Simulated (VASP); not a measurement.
# ScGa7N8 (a cell with a defect): single point with PBEsol

The system is ScGa7N8 (a cell with a defect).

```
Ga N Sc
1.0
     8.99624    0.00000    0.00000
     0.00000    4.49812    0.00000
     0.00000    0.00000    4.49812
Ga N Sc
7 8 1
Cartesian
  8.9780 4.4772 4.4719
  4.3114 4.4402 0.0247
  2.0763 2.3160 4.4138
  6.9062 2.2125 0.0119
  2.2423 4.4765 2.3144
  6.6894 0.1611 2.2180
  8.9601 2.0904 2.2179
  1.0830 1.0793 1.0852
  5.4944 1.1365 1.2808
  3.6039 3.2526 1.2464
  8.0622 3.2898 1.2696
  3.3606 1.0010 3.4051
  7.7546 1.0658 3.4385
  1.0588 3.3045 3.4695
  5.6456 3.4048 3.3072
  4.3586 2.4726 2.2696
```

```yaml
Program: VASP 6.6.1
Task: single point
Functional: PBEsol
Potentials_or_basis: VASP PAW PBE potentials, release 64 (Ga_d, N, Sc_sv)
Cutoff: 520 eV
k_mesh: 1 × 1 × 1, shifted
Occupations: fermi-dirac, width 0.05 eV
Spin: no spin polarisation
```

* Pressure: 19.4 GPa
* Largest force: 26.166 eV/Å

Forces in eV/Å, atoms in the order of the input:
```
Ga   -0.883  -0.704   0.925
Ga    4.099   0.952   0.113
Ga    4.074  -3.825   3.107
Ga   -3.633   2.376   1.543
Ga   -0.391  -0.150  -0.902
Ga   -0.388  -2.943   0.691
Ga    0.752  -0.084   2.012
N     1.045  -0.528   0.628
N     1.329   0.368  -3.514
N   -15.875  12.566 -16.576
N    -2.673   2.430  -2.411
N    -2.679   1.842  -0.023
N     3.167  -0.587  -0.927
N    -1.462   2.287  -3.796
N     2.901   1.327   3.222
Sc   10.617 -15.327  15.910
```

Stress tensor (GPa, compression positive):
```
 15.59 -10.28  15.63
-10.28  19.11 -17.37
 15.63 -17.37  23.49
```

Levels at points of the mesh, in eV from the Fermi level:
```
           k point  band 69  band 70  band 71  band 72  band 73  band 74
(0.25, 0.25, 0.25)    -2.12    -1.59    -1.27     1.52     1.95     2.37
```

Run time: 40 s on 1 thread of AMD EPYC 9R45 96-Core Processor (Zen 5), on a shared host, peak memory 0.25 GiB.

Caveat: atoms lie so close that the PAW spheres overlap strongly, which falsifies energies and pressures; the PAW data sets were made with another functional, which shifts forces and pressure a little.
